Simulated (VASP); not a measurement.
TaSi2:

```
Ta Si
1.0
     1.87888    1.08477    4.22858
    -1.87888    1.08477    4.22858
     0.00000   -2.16954    4.22858
Ta Si
1 2
Direct
  0.19508 0.19508 0.19508
  0.02756 0.02756 0.02756
  0.36523 0.36523 0.36523
```

| Item | Value |
| --- | --- |
| Program | VASP 6.6.1 |
| Task | relaxation of cell and atoms |
| Functional | PBE |
| Potentials or basis | VASP PAW PBE potentials, release 64 (Ta_pv, Si) |
| Cutoff | 600 eV |
| k mesh | 6 × 6 × 6 |
| Occupations | gaussian, width 0.1 eV |
| Spin | no spin polarisation |

At the start: pressure 27.6 GPa; volume 17.24 Å³/atom.

**Question.** How do energy, volume and symmetry change on relaxing?

**Answer.** Over 16 steps the energy falls by 1592.6 meV/atom and the volume is 16.31 Å³/atom (-5.4 %); space group R-3m (No. 166, to 0.05 Å).

The path:
| step | energy change (eV) | largest force (eV/Å) | pressure (GPa) | volume (Å³) |
| --- | --- | --- | --- | --- |
| 1 | 0.0000 | 9.0899 | 27.59 | 51.71 |
| 2 | -0.8100 | 0.5698 | -24.02 | 75.30 |
| 3 | -2.6268 | 2.4836 | -16.64 | 61.86 |
| 4 | -2.7003 | 2.7741 | -14.48 | 60.58 |
| 5 | -2.7299 | 3.3869 | -9.61 | 58.39 |
| 6 | -4.1419 | 2.9478 | -4.41 | 52.19 |
| 7 | -4.5736 | 0.2633 | 14.25 | 45.91 |
| 8 | -4.6395 | 1.2880 | 6.95 | 47.67 |
| 9 | -4.6416 | 1.0802 | 8.34 | 47.29 |
| 10 | -4.5965 | 1.6029 | -2.83 | 50.18 |
| 11 | -4.7601 | 0.3290 | 2.07 | 48.53 |
| 12 | -4.7601 | 0.3059 | 2.16 | 48.51 |
| 13 | -4.7728 | 0.1254 | -1.95 | 49.61 |
| 14 | -4.7756 | 0.0108 | -0.77 | 49.28 |
| 15 | -4.7777 | 0.0412 | 0.15 | 48.92 |
| 16 | -4.7777 | 0.0381 | 0.10 | 48.94 |

Final structure:
```xyz
3
Lattice="1.8010 1.0398 4.3560 -1.8010 1.0398 4.3560 0.0000 -2.0796 4.3560" Properties=species:S:1:pos:R:3 pbc="T T T"
Ta    0.0000    0.0000    2.5608
Si    0.0000    0.0000   12.8824
Si    0.0000    0.0000    5.3067
```
